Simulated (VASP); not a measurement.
Here is a VASP 6.6.1 calculation.

Contents of INCAR:

```
SYSTEM = Si3N4
ALGO = Normal
EDIFF = 1E-6
EDIFFG = -0.05
ENCUT = 600
IBRION = 2
ISIF = 3
ISMEAR = 0
LASPH = .True.
LCHARG = .False.
LREAL = .False.
LWAVE = .False.
NELM = 100
NSW = 100
PREC = Accurate
SIGMA = 0.1
```

The input KPOINTS:

```
k-points
0
Gamma
  4 4 4
  0 0 0
```

The input POSCAR:

```
Si3N4
1.0
    0.0000000000      3.8937180000      3.8937180000
    3.8937180000      0.0000000000      3.8937180000
    3.8937180000      3.8937180000      0.0000000000
Si N
6 8
Direct
    0.6250000000      0.6250000000      0.1250000000
    0.6250000000      0.1250000000      0.6250000000
    0.1250000000      0.6250000000      0.6250000000
    0.6250000000      0.6250000000      0.6250000000
    0.2500000000      0.2500000000      0.2500000000
    0.0000000000      0.0000000000      0.0000000000
    0.8675630000      0.8675630000      0.8675630000
    0.8526890000      0.3824370000      0.3824370000
    0.3824370000      0.3824370000      0.8526890000
    0.3824370000      0.8526890000      0.3824370000
    0.8675630000      0.8675630000      0.3973110000
    0.8675630000      0.3973110000      0.8675630000
    0.3824370000      0.3824370000      0.3824370000
    0.3973110000      0.8675630000      0.8675630000
```

Potentials or basis: VASP PAW LDA potentials, release 64 (Si, N).

Command:

```console
$ cat potpaw_LDA.64/Si/POTCAR potpaw_LDA.64/N/POTCAR > POTCAR
$ mpirun -np 1 vasp_std > vasp.out
```

(1) What does it give for the relaxed volume?

(2) Estimate the relaxed cell.

(3) Estimate the space group after relaxing (to 0.1 Å).

Results:

(1) 8.14 Å³/atom.

(2) a = 5.441 Å, b = 5.441 Å, c = 5.441 Å, α = 60.00°, β = 60.00°, γ = 60.00°.

(3) Fd-3m (No. 227).
